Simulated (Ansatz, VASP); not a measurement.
**Two plane-wave programs on GdO**

```
Gd O
1.0
     0.00000    2.70000    2.70000
     2.70000    0.00000    2.70000
     2.70000    2.70000    0.00000
Gd O
1 1
Cartesian
  0.0000 0.0000 0.0000
  4.0500 4.0500 4.0500
```

Alike in both runs: functional PBE; k mesh 9 × 9 × 9; occupations fermi-dirac, width 0.05 eV; collinear spin; Hubbard terms Gd f U = 8.0 eV.

|  | VASP | Ansatz |
| --- | --- | --- |
| version | VASP 6.6.1 | Ansatz 0.2.0 |
| potentials or method | VASP PAW PBE potentials, release 64 (Gd, O) | Ansatz PAW |
| plane-wave cutoff (eV) | 520 | 420 |
| valence electrons in the cell | 24 | 24 |
| task | single point | band structure |

```csv
,VASP,Ansatz,Ansatz less VASP
gap on the k mesh at the Fermi level (eV),none,none,-
pressure (GPa),0.0,0.0,+0.01
net moment per atom (μB),3.97,3.97,-0.001
size of the moment on the site where the two differ most (μB),7.08,7.02,-0.054
```

Site moments also hang on the region over which each program counts them. The programs project onto different local orbitals, so the same U acts differently, and such runs can settle in different states. A gap of «none» marks a metal or a gap that the smearing closes.

Spin-orbit coupling is off throughout. Noted on Ansatz's run: the magnetic or orbital state may not be the lowest.
